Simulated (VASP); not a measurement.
# Rh (I4/mmm) in VASP: single point with PBE

Aim: the single point of Rh with PBE.

All numbers are computed with VASP 6.6.1; they aren't measurements. Logs are shortened: lines on timing, memory, paths and dates and some standing lists are left out, and cuts for length are marked.

## 1. The cell of the first run

Symmetry: I4/mmm, No. 139, tetragonal system. The conventional cell has a = 2.783 Å, b = 2.783 Å, c = 3.739 Å, α = 90.00°, β = 90.00°, γ = 90.00°. Rh (site symmetry 4/mmm) has 12 Rh at 2.71 to 2.78 Å within 3.6 Å.

## 2. Single point, PBE

File INCAR:

```
PREC     = Accurate       # precision mode
ENCUT    = 500            # plane-wave cutoff, eV
EDIFF    = 1E-6           # SCF threshold, eV
ISMEAR   = -5             # smearing method
SIGMA    = 0.1            # smearing width, eV
LREAL    = F              # projectors in reciprocal space
LASPH    = T              # aspherical terms in the spheres
NELM     = 120            # most SCF steps
ALGO     = Normal         # electronic algorithm
ISIF     = 2              # what is computed and relaxed
LWAVE    = F              # write WAVECAR
LCHARG   = F              # write CHGCAR
GGA      = PE             # functional
NBANDS   = 22             # bands
GGA_COMPAT= F
```

File KPOINTS:

```
regular mesh
0
Gamma
  9 9 18
```

File POSCAR:

```
Rh
1.0
    3.9364226094      0.0000000000      0.0000000000
    0.0000000000      3.9364226094      0.0000000000
   -1.9682113047      0.0000000000      1.8695737594
Rh
2
Direct
    0.0000000000      0.0000000000      0.0000000000
    0.5000000000      0.5000000000      0.0000000000
```

Potentials or basis: VASP PAW PBE potentials, release 64 (Rh_pv).

Run with:

```bash
$ cat potpaw_PBE.64/Rh_pv/POTCAR > POTCAR
$ mpirun -np 1 vasp_std > vasp.out
```

OUTCAR:

```text
PREC = Accurate
   ENCUT = 500
   EDIFF = 1E-6
   ISMEAR = -5
   LREAL = F
   LASPH = T
   NELM = 120
   ISIF = 2
   GGA = PE

 ion  position               nearest neighbor table
   1  0.000  0.000  0.000-   2 2.71   2 2.71   2 2.71   2 2.71   2 2.78   2 2.78   2 2.78   2 2.78

   2  0.500  0.500  0.000-   1 2.71   1 2.71   1 2.71   1 2.71   1 2.78   1 2.78   1 2.78   1 2.78

  LATTYP: Found a base centered orthorhombic cell.
 ALAT       =     3.7391475188
 B/A-ratio  =     1.0527593762
 C/A-ratio  =     1.0527593762

  Lattice vectors:

 A1 = (  -1.9682113047,   0.0000000000,   1.8695737594)
 A2 = (   1.9682113047,   0.0000000000,   1.8695737594)
 A3 = (   0.0000000000,   3.9364226094,   0.0000000000)

Analysis of symmetry for initial positions (statically):
=====================================================================
 Subroutine PRICEL returns following result:

  LATTYP: Found a body centered tetragonal cell.
 ALAT       =     2.7834711207
 C/A-ratio  =     1.3433397929

  Lattice vectors:

 A1 = (   0.0000000000,   1.9682113047,  -1.8695737594)
 A2 = (   0.0000000000,  -1.9682113047,  -1.8695737594)
 A3 = (  -1.9682113047,   0.0000000000,   1.8695737594)

   2 primitive cells build up your supercell.

 Routine SETGRP: Setting up the symmetry group for a
 base centered orthorhombic supercell.

 Subroutine GETGRP returns: Found  8 space group operations
 (whereof  8 operations were pure point group operations)
 out of a pool of  8 trial point group operations.

The static configuration has the point symmetry D_2h.

Analysis of symmetry for dynamics (positions and initial velocities):
=====================================================================
 Subroutine PRICEL returns following result:

  LATTYP: Found a body centered tetragonal cell.
 ALAT       =     2.7834711207
 C/A-ratio  =     1.3433397929

  Lattice vectors:

 A1 = (   0.0000000000,   1.9682113047,  -1.8695737594)
 A2 = (   0.0000000000,  -1.9682113047,  -1.8695737594)
 A3 = (  -1.9682113047,   0.0000000000,   1.8695737594)

   2 primitive cells build up your supercell.

 Routine SETGRP: Setting up the symmetry group for a
 base centered orthorhombic supercell.

 Subroutine GETGRP returns: Found  8 space group operations
 (whereof  8 operations were pure point group operations)
 out of a pool of  8 trial point group operations.

The dynamic configuration has the point symmetry D_2h.

 Subroutine INISYM returns: Found  8 space group operations
 (whereof  8 operations are pure point group operations),
 and found     2 'primitive' translations

----------------------------------------------------------------------------------------

                                     Primitive cell

  volume of cell :      14.4849

  direct lattice vectors                    reciprocal lattice vectors
     0.000000000  1.968211305 -1.869573759    -0.254037765  0.254037765 -0.267440639
     0.000000000 -1.968211305 -1.869573759    -0.254037765 -0.254037765 -0.267440639
    -1.968211305  0.000000000  1.869573759    -0.508075529  0.000000000  0.000000000

  length of vectors
     2.714620007  2.714620007  2.714620007     0.447878183  0.447878183  0.508075529

  position of ions in fractional coordinates (direct lattice)
     0.000000000  0.000000000  0.000000000

  ion indices of the primitive-cell ions
   primitive index   ion index
                 1           1

----------------------------------------------------------------------------------------

 KPOINTS: regular mesh

Automatic generation of k-mesh.
 Grid dimensions read from file:
 generate k-points for:    9    9   18

 Generating k-lattice:

  Cartesian coordinates                     Fractional coordinates (reciprocal lattice)
     0.028226418  0.000000000  0.029715627     0.111111111  0.000000000  0.000000000
     0.000000000  0.028226418  0.000000000     0.000000000  0.111111111  0.000000000
     0.000000000  0.000000000  0.029715627     0.000000000  0.000000000  0.055555556

  Length of vectors
     0.040984743  0.028226418  0.029715627

  Shift w.r.t. Gamma in fractional coordinates (k-lattice)
     0.000000000  0.000000000  0.000000000

 TETIRR: Found   4371 inequivalent tetrahedra from     8748

 Subroutine IBZKPT returns following result:
 ===========================================

 Found    250 irreducible k-points:

 Following reciprocal coordinates:
            Coordinates               Weight
  0.000000  0.000000  0.000000      1.000000
  0.111111  0.000000  0.000000      4.000000
  0.222222  0.000000  0.000000      4.000000
  0.333333  0.000000 -0.000000      4.000000
  0.444444  0.000000  0.000000      4.000000
  0.000000  0.111111  0.000000      2.000000
[... 16 lines left out ...]
  0.222222  0.444444  0.000000      8.000000
  0.333333  0.444444 -0.000000      8.000000
 [... further k-points ...]
   k-points           NKPTS =    250   k-points in BZ     NKDIM =    250   number of bands    NBANDS=     22
   number of dos      NEDOS =    301   number of ions     NIONS =      2
   total plane-waves  NPLWV =  18000
   dimension x,y,z NGX =    30 NGY =   30 NGZ =   20
   dimension x,y,z NGXF=    60 NGYF=   60 NGZF=   40
   ions per type =               2
   NGX,Y,Z   is equivalent  to a cutoff of  12.67, 12.67, 12.25 a.u.
   NGXF,Y,Z  is equivalent  to a cutoff of  25.34, 25.34, 24.50 a.u.
 SYSTEM =  unknown system
   PREC   = accura    normal or accurate (medium, high low for compatibility)
   ISTART =      0    job   : 0-new  1-cont  2-samecut
   ICHARG =      2    charge: 1-file 2-atom 10-const
   ISPIN  =      1    spin polarized calculation?
   LNONCOLLINEAR =      F non collinear calculations
   LSORBIT =      F    spin-orbit coupling
   LASPH  =      T    aspherical Exc in radial PAW
   ENCUT  =  500.0 eV  36.75 Ry    6.06 a.u.   7.18  7.18  4.95*2*pi/ulx,y,z
   NELM   =    120;   NELMIN=  2; NELMDL= -5     # of ELM steps
   EDIFF  = 0.1E-05   stopping-criterion for ELM
   LREAL  =      F    real-space projection
   EDIFFG = 0.1E-04   stopping-criterion for IOM
   NSW    =      0    number of steps for IOM
   IBRION =     -1    ionic relax: 0-MD 1-quasi-New 2-CG
   NFREE  =      0    steps in history (QN), initial steepest desc. (CG)
   ISIF   =      2    stress and relaxation
   ISYM   =      2    0-nonsym 1-usesym 2-fastsym
   POTIM  = 0.5000    time-step for ionic-motion
   TEBEG  =    0.0;   TEEND  =   0.0 temperature during run
   PSTRESS=    0.0 pullay stress
   NELECT =      30.0000    total number of electrons
   NUPDOWN=      -1.0000    fix difference up-down
   EMIN   =  10.00;   EMAX   =-10.00  energy-range for DOS
   EFERMI =   0.00;   METHOD = LEGACY
   ISMEAR =    -5;   SIGMA  =   0.10  broadening in eV -4-tet -1-fermi 0-gaus
   EFERMI_NEDOS =   21; number of points for ismear=-14 and -15
   IALGO  =     38    algorithm
   IMIX   =      4    mixing-type and parameters
     AMIX     =   0.40;   BMIX     =  1.00
     AMIX_MAG =   1.60;   BMIX_MAG =  1.00
  volume/ion in A,a.u.               =      14.48        97.75
  Fermi-wavevector in a.u.,A,eV,Ry     =   1.656278  3.129912 37.324275  2.743257
  Thomas-Fermi vector in A             =   2.744230
   LORBIT       =      0    0 simple, 1 ext, 2 COOP (PROOUT), +10 PAW based schemes
   GGA     = PE    functional components
   LHFCALC =     F    Hartree Fock is set to
   AEXX    =    0.0000 exact exchange contribution
   IVDW    =     0    specifies the selected vdW correction
   LEPSILON=     F    determine dielectric tensor
   LRPA    =     F    only Hartree local field effects (RPA)
 non-spin polarized calculation
 Fermi weights with tetrahedron method with Bloechl corrections
  energy-cutoff  :      500.00
  volume of cell :       28.97
 maximum number of plane-waves:       753
 NGX is ok and might be reduce to    30
   NGX = 15   NGY = 15   NGZ =  9

 number of electron      29.9999988 magnetization

 Free energy of the ion-electron system (eV)
  ---------------------------------------------------
  ext. energy  EPLUGINS =         0.00000000
  ---------------------------------------------------
  free energy    TOTEN  =       -14.46006774 eV

  energy without entropy =      -14.46006774  energy(sigma->0) =      -14.46006774

 E-fermi :  10.9416     XC(G=0): -13.6972

 val. band max:       11.2506416480   @ k =   0.4444   0.4444   0.0000
 cond. band min:      10.7480658144   @ k =  -0.2222   0.3333   0.1111
 fundamental gap:     -0.5025758336
 Fermi energy:        10.9416001296

 k-point     1 :       0.0000    0.0000    0.0000
  band No.  band energies     occupation
      1     -35.8961      2.00000
      2     -35.5404      2.00000
      3     -35.5003      2.00000
      4     -35.3266      2.00000
      5     -35.3237      2.00000
      6     -35.2998      2.00000
[... 14 lines left out ...]
     21      24.5734      0.00000
     22      27.0362      0.00000

 k-point     2 :       0.1111    0.0000    0.0000
  band No.  band energies     occupation
      1     -35.8752      2.00000
      2     -35.5622      2.00000
      3     -35.5044      2.00000
      4     -35.3653      2.00000
      5     -35.3371      2.00000
      6     -35.3125      2.00000
[... 14 lines left out ...]
     21      24.9830      0.00000
     22      27.4486      0.00000

 k-point     3 :       0.2222    0.0000    0.0000
  band No.  band energies     occupation
      1     -35.8163      2.00000
      2     -35.6436      2.00000
      3     -35.4867      2.00000
      4     -35.4834      2.00000
      5     -35.3771      2.00000
      6     -35.3246      2.00000
[... 14 lines left out ...]
     21      26.7185      0.00000
     22      28.2371      0.00000
[... 476 lines left out ...]
 k-point    23 :       0.2222    0.4444    0.0000
  band No.  band energies     occupation
      1     -35.7634      2.00000
      2     -35.7091      2.00000
      3     -35.4565      2.00000
      4     -35.4156      2.00000
      5     -35.4138      2.00000
      6     -35.3815      2.00000
[... 14 lines left out ...]
     21      27.9205      0.00000
     22      28.3089      0.00000

 k-point    24 :       0.3333    0.4444   -0.0000
  band No.  band energies     occupation
      1     -35.8581      2.00000
      2     -35.8285      2.00000
      3     -35.4532      2.00000
      4     -35.4215      2.00000
      5     -35.3954      2.00000
      6     -35.3713      2.00000
[... 14 lines left out ...]
     21      27.1211      0.00000
     22      27.2276      0.00000

 [... further k-points ...]

------------------------ aborting loop because EDIFF is reached ----------------------------------------

  FORCE on cell =-STRESS in cart. coord.  units (eV):
  Direction    XX          YY          ZZ          XY          YZ          ZX
  --------------------------------------------------------------------------------------
  -------------------------------------------------------------------------------------
  Total       -1.8428007     -1.8448352     -0.0618399      0.0000000      0.0000000     -0.0000000
  in kB     -101.9161297   -102.0286446     -3.4200593      0.0000000      0.0000000     -0.0000000
  external PRESSURE =     -69.1216112 kB  Pullay stress =       0.0000000 kB

 VOLUME and BASIS-vectors are now :
 -----------------------------------------------------------------------------
  energy-cutoff  :      500.00
  volume of cell :       28.97
      direct lattice vectors                 reciprocal lattice vectors
     3.936422609  0.000000000  0.000000000     0.254037765  0.000000000  0.267440639
     0.000000000  3.936422609  0.000000000     0.000000000  0.254037765  0.000000000
    -1.968211305  0.000000000  1.869573759     0.000000000  0.000000000  0.534881277

 POSITION                                       TOTAL-FORCE (eV/Angst)
 -----------------------------------------------------------------------------------
      0.00000      0.00000      0.00000        -0.000000      0.000000      0.000000
      1.96821      1.96821      0.00000         0.000000     -0.000000     -0.000000
 -----------------------------------------------------------------------------------
    total drift:                                0.000000      0.000000     -0.000000

  FREE ENERGIE OF THE ION-ELECTRON SYSTEM (eV)
  ---------------------------------------------------
  free  energy   TOTEN  =       -14.4600677355 eV

  energy  without entropy=      -14.4600677355  energy(sigma->0) =      -14.46006774
```

It took 3.6 min on 1 thread of Intel Xeon 8259CL, shared host; peak memory 0.25 GiB.

Results:

```yaml
Free_energy: -14.4601 eV
Pressure: -6.9 GPa
Band_gap_on_the_k_mesh: zero (band 15 reaches 11.96 eV, above the bottom of band 16 at 9.91 eV)
```

Caveat: tetrahedron occupations give inexact forces and stress in metals.
